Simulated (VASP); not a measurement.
Mg9O8 (a cell with a defect), 17 atoms in the cell. The cell holds a defect, 17 atoms: a = 6.155 Å, b = 6.155 Å, c = 6.155 Å, α = 60.00°, β = 60.00°, γ = 60.00°. 

```yaml
Program: VASP 6.6.1
Task: single point
Functional: LDA
Potentials_or_basis: VASP PAW LDA potentials, release 64 (Mg, O)
Cutoff: 520 eV
k_mesh: 3 × 3 × 3
Occupations: fermi-dirac, width 0.02 eV
Spin: no spin polarisation
Dipole_correction: no
Further_INCAR_settings: LREAL = Auto; ALGO = Normal; EDIFF = 1e-06; NBANDS = 47
```

Potentials or basis: VASP PAW LDA potentials, release 64 (Mg, O).

The run is started by

```bash
$ cat potpaw_LDA.64/Mg/POTCAR potpaw_LDA.64/O/POTCAR > POTCAR
$ mpirun -np 1 vasp_std > vasp.out
```

Hardware: 1 thread of AMD EPYC 7R13 Processor (Zen 3), with other jobs on the host.

Question: Estimate the wall time of this run.

Answer: It took 3.6 min on 1 thread of AMD EPYC 7R13 Processor (Zen 3), on a shared host, peak memory 0.26 GiB. Counts: scf iterations 14, k points 14.
